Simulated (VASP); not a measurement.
# Tc (P6_3/mmc) in VASP: notebook, part 2 of 2

VASP 6.6.1. The steps go on from the part before.

### 3 Single point, PBE

INCAR reads:

```
SYSTEM = Tc
  ALGO = Normal
  EDIFF = 1E-6
  ENCUT = 520
  GGA = PE
  ISIF = 2
  ISMEAR = 0
  LASPH = .True.
  LCHARG = .True.
  LELF = .True.
  LREAL = .False.
  LVHAR = .True.
  LWAVE = .False.
  NBANDS = 20
  NELM = 100
  PREC = Accurate
  SIGMA = 0.05
```

KPOINTS reads:

```
k-points
0
Gamma
  18 18 10
  0 0 0
```

POSCAR reads:

```
Tc
1.0
    2.7520648162      0.0000000000      0.0000000000
   -1.3760324081      2.3833580437      0.0000000000
    0.0000000000      0.0000000000      4.4006370572
Tc
2
Direct
    0.3333333333      0.6666666667      0.7500000000
    0.6666666667      0.3333333333      0.2500000000
```

Potentials or basis: VASP PAW PBE potentials, release 64 (Tc_pv).

The run is started by

```sh
> cat potpaw_PBE.64/Tc_pv/POTCAR > POTCAR
> mpirun -np 1 vasp_std > vasp.out
```

OUTCAR:

```text
SYSTEM = Tc
   EDIFF = 1E-6
   ENCUT = 520
   GGA = PE
   ISIF = 2
   ISMEAR = 0
   LASPH = .True.
   LREAL = .False.
   NELM = 100
   PREC = Accurate

 ion  position               nearest neighbor table
   1  0.333  0.667  0.750-   2 2.71   2 2.71   2 2.71   2 2.71   2 2.71   2 2.71
   2  0.667  0.333  0.250-   1 2.71   1 2.71   1 2.71   1 2.71   1 2.71   1 2.71

  LATTYP: Found a hexagonal cell.
 ALAT       =     2.7520648162
 C/A-ratio  =     1.5990310371

  Lattice vectors:

 A1 = (   2.7520648162,   0.0000000000,   0.0000000000)
 A2 = (  -1.3760324081,   2.3833580437,   0.0000000000)
[... 190 lines left out ...]
      4     -25.6676      2.00000
      5     -25.6676      2.00000
      6     -25.6221      2.00000
[... 541 lines left out ...]
     19      23.9680      0.00000
     20      24.6818      0.00000

 [... further k-points ...]
[... 5 lines left out ...]
  --------------------------------------------------------------------------------------
  -------------------------------------------------------------------------------------
  Total       -0.1162093     -0.1162093     -0.1274649     -0.0000000      0.0000000      0.0000000
  in kB       -6.4504174     -6.4504174     -7.0751829     -0.0000000      0.0000000      0.0000000
  external PRESSURE =      -6.6586725 kB  Pullay stress =       0.0000000 kB

 VOLUME and BASIS-vectors are now :
 -----------------------------------------------------------------------------
  energy-cutoff  :      520.00
  volume of cell :       28.86
      direct lattice vectors                 reciprocal lattice vectors
     2.752064816  0.000000000  0.000000000     0.363363535  0.209788035  0.000000000
    -1.376032408  2.383358044  0.000000000     0.000000000  0.419576069  0.000000000
     0.000000000  0.000000000  4.400637057     0.000000000  0.000000000  0.227239826

 POSITION                                       TOTAL-FORCE (eV/Angst)
 -----------------------------------------------------------------------------------
     -0.00000      1.58891      3.30048         0.000000     -0.000000      0.000000
      1.37603      0.79445      1.10016        -0.000000      0.000000      0.000000
 -----------------------------------------------------------------------------------
    total drift:                               -0.000000      0.000000     -0.000000

  FREE ENERGIE OF THE ION-ELECTRON SYSTEM (eV)
  ---------------------------------------------------
  free  energy   TOTEN  =       -20.7045265897 eV

  energy  without entropy=      -20.7022868032  energy(sigma->0) =      -20.70340670
```

stdout:

```text
POSCAR found type information on POSCAR Tc
 POSCAR found :  1 types and       2 ions
 scaLAPACK will be used
 LDA part: xc-table for (Slater+PW92), standard interpolation
 POSCAR, INCAR and KPOINTS ok, starting setup
 FFT: planning ... GRIDC
 FFT: planning ... GRID_SOFT
 FFT: planning ... GRID
 WAVECAR not read
 entering main loop
```

It took 43 s on 1 thread of AMD EPYC 9R45 (Zen 5), shared host; peak memory 0.19 GiB.

Results:

- Free energy: -20.7045 eV
- Pressure: -0.7 GPa
- Band gap on the k mesh: zero (band 13 reaches 14.20 eV, above the bottom of band 14 at 10.84 eV)

Levels at points of the mesh, in eV from the Fermi level:
```tsv
k point	band 9	band 10	band 11	band 12	band 13	band 14	band 15	band 16	band 17	band 18
(0.00, 0.00, 0.00)	-1.50	-1.50	-1.40	-0.78	-0.78	-0.11	-0.11	1.72	2.54	2.54
(0.50, 0.00, 0.00)	-4.51	-1.86	-1.08	-0.90	-0.44	2.90	3.32	3.33	5.27	7.06
(0.00, 0.00, 0.50)	-1.81	-1.81	-1.63	-1.63	-1.63	-1.63	1.87	1.87	1.87	1.87
(0.50, 0.00, 0.50)	-3.59	-3.59	0.16	0.16	1.44	1.44	3.16	3.16	4.35	4.35
```

### 4 Relaxation of cell and atoms, PBE

This run uses another cell than the first one, of 14.29 Å³/atom, 0.990 times its volume.

INCAR reads:

```
PREC     = Accurate       # precision mode
ENCUT    = 600            # plane-wave cutoff, eV
EDIFF    = 1E-6           # SCF threshold, eV
ISMEAR   = 0              # smearing method
SIGMA    = 0.05           # smearing width, eV
LREAL    = False          # projectors in reciprocal space
LASPH    = True           # aspherical terms in the spheres
NELM     = 100            # most SCF steps
ALGO     = Normal         # electronic algorithm
ISIF     = 3              # what is computed and relaxed
LWAVE    = False          # write WAVECAR
LCHARG   = False          # write CHGCAR
GGA      = PE             # functional
IBRION   = 2              # ionic algorithm
NSW      = 80             # ionic steps
EDIFFG   = -0.01          # ionic threshold
```

KPOINTS reads:

```
regular mesh
0
Gamma
  18 18 10
```

POSCAR reads:

```
Tc
1.0
    2.7400000000      0.0000000000      0.0000000000
   -1.3700000000      2.3729096064      0.0000000000
    0.0000000000      0.0000000000      4.3949600000
Tc
2
Direct
    0.3333333333      0.6666666667      0.7500000000
    0.6666666667      0.3333333333      0.2500000000
```

The run is started by

```sh
> cat potpaw_PBE.64/Tc_pv/POTCAR > POTCAR
> mpirun -np 1 vasp_std > vasp.out
```

Wall time 2.4 min (1 thread of AMD EPYC 9R45 (Zen 5), shared host); peak memory 0.22 GiB.

The run converged. Its results:

```yaml
Free_energy: -20.7052 eV
Relaxed_volume: 14.41 Å³/atom
Relaxed_cell: a = 2.751 Å, b = 2.751 Å, c = 4.397 Å, α = 90.00°, β = 90.00°, γ = 120.00°
Space_group_after_relaxing_to_0.05_Å: P6_3/mmc (No. 194)
Energy_gained_by_relaxing: 1.0 meV/atom
Ionic_steps: 5
Pressure_after_relaxing: -0.1 GPa
Band_gap_on_the_k_mesh: zero (band 13 reaches 14.23 eV, above the bottom of band 14 at 10.86 eV)
```

Stress tensor (GPa, compression positive):
```
-0.10  0.00  0.00
 0.00 -0.10  0.00
 0.00  0.00  0.04
```

The path:
| step | energy change (eV) | largest force (eV/Å) | pressure (GPa) | volume (Å³) |
| --- | --- | --- | --- | --- |
| 1 | 0.0000 | 0.0000 | 2.53 | 28.58 |
| 2 | 0.0134 | 0.0000 | -6.86 | 29.52 |
| 3 | -0.0020 | 0.0000 | -0.03 | 28.82 |
| 4 | -0.0020 | 0.0000 | -0.07 | 28.82 |
| 5 | -0.0021 | 0.0000 | -0.05 | 28.82 |

Final structure:
```cif
data_structure
_symmetry_space_group_name_H-M 'P 1'
_symmetry_Int_Tables_number 1
_cell_length_a 2.7511
_cell_length_b 2.7511
_cell_length_c 4.3967
_cell_angle_alpha 90.000
_cell_angle_beta 90.000
_cell_angle_gamma 120.000
_cell_volume 28.82
loop_
_atom_site_label
_atom_site_type_symbol
_atom_site_fract_x
_atom_site_fract_y
_atom_site_fract_z
_atom_site_occupancy
Tc1 Tc 0.33333 0.66667 0.75000 1
Tc2 Tc 0.66667 0.33333 0.25000 1
```

Levels at points of the mesh, in eV from the Fermi level:
| k point | band 9 | band 10 | band 11 | band 12 | band 13 | band 14 | band 15 | band 16 | band 17 |
| --- | --- | --- | --- | --- | --- | --- | --- | --- | --- |
| (0.00, 0.00, 0.00) | -1.50 | -1.50 | -1.39 | -0.78 | -0.78 | -0.12 | -0.12 | 1.73 | 2.54 |
| (0.50, 0.00, 0.00) | -4.52 | -1.87 | -1.07 | -0.91 | -0.44 | 2.91 | 3.33 | 3.34 | 5.28 |
| (0.00, 0.00, 0.50) | -1.81 | -1.81 | -1.64 | -1.64 | -1.64 | -1.64 | 1.88 | 1.88 | 1.88 |
| (0.50, 0.00, 0.50) | -3.60 | -3.60 | 0.16 | 0.16 | 1.44 | 1.44 | 3.16 | 3.16 | 4.36 |
